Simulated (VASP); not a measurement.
Crystal: BaTl2B.

```
Ba Tl B
1.0
     3.67170    0.00000    0.00000
    -1.83585    3.17979    0.00000
     0.00000    0.00000   16.43279
Ba Tl B
2 4 2
Cartesian
  0.0000 2.1199 12.3246
  1.8359 1.0599 4.1082
  0.0000 2.1199 6.8032
  1.8359 1.0599 15.0196
  1.8359 1.0599 9.6296
  0.0000 2.1199 1.4132
  0.0000 0.0000 8.2164
  0.0000 0.0000 0.0000
```

* Program: VASP 6.6.1
* Task: relaxation of cell and atoms
* Functional: PBE
* Potentials or basis: VASP PAW PBE potentials, release 64 (Ba_sv, Tl_d, B_h)
* Cutoff: 1230 eV
* k mesh: 6 × 6 × 1
* Occupations: gaussian, width 0.1 eV
* Spin: no spin polarisation

At the start: pressure 7.5 GPa; volume 23.98 Å³/atom.

Problem. How do energy, volume and symmetry change on relaxing?

Solution. Over 20 steps the energy falls by 237.2 meV/atom and the volume is 28.51 Å³/atom (+18.9 %); space group P6_3/mmc (No. 194, to 0.1 Å) before and after.

Step by step:
| step | energy change (eV) | largest force (eV/Å) | pressure (GPa) | volume (Å³) |
| --- | --- | --- | --- | --- |
| 1 | 0.0000 | 0.8712 | 7.52 | 191.86 |
| 2 | -1.0159 | 0.8330 | -0.04 | 224.73 |
| 3 | -1.0591 | 0.7863 | -1.45 | 235.60 |
| 4 | -1.4452 | 0.6711 | -1.43 | 235.04 |
| 5 | -1.7526 | 0.3470 | -0.03 | 230.61 |
| 6 | -1.7576 | 0.2053 | -0.27 | 231.28 |
| 7 | -1.7795 | 0.1288 | -0.06 | 228.58 |
| 8 | -1.7945 | 0.0288 | 0.41 | 223.41 |
| 9 | -1.8094 | 0.1528 | -0.13 | 226.36 |
| 10 | -1.8150 | 0.2762 | -0.59 | 229.21 |
| 11 | -1.8204 | 0.2890 | -0.61 | 229.48 |
| 12 | -1.8343 | 0.3145 | -0.70 | 230.23 |
| 13 | -1.8463 | 0.3442 | -0.87 | 231.49 |
| 14 | -1.8649 | 0.2898 | -0.53 | 229.43 |
| 15 | -1.8817 | 0.1505 | 0.48 | 223.90 |
| 16 | -1.8822 | 0.1702 | 0.33 | 224.68 |
| 17 | -1.8878 | 0.1342 | 0.26 | 225.40 |
| 18 | -1.8959 | 0.0513 | 0.10 | 227.08 |
| 19 | -1.8903 | 0.1259 | -0.24 | 230.47 |
| 20 | -1.8974 | 0.0000 | 0.00 | 228.10 |

Final structure:
```
Ba Tl B
1.0
     4.51398    0.00000    0.00000
    -2.25699    3.90922    0.00000
     0.00000    0.00000   12.92648
Ba Tl B
2 4 2
Direct
  0.33333 0.66667 0.75000
  0.66667 0.33333 0.25000
  0.33333 0.66667 0.42734
  0.66667 0.33333 0.92734
  0.66667 0.33333 0.57266
  0.33333 0.66667 0.07266
  0.00000 0.00000 0.50000
  0.00000 0.00000 0.00000
```

Caveat: the k points lie up to 0.49 Å⁻¹ apart in the final cell, too coarse for converged energies and pressures of a metal; the volume moved by over 15 % at a fixed basis, so the end points are rough.
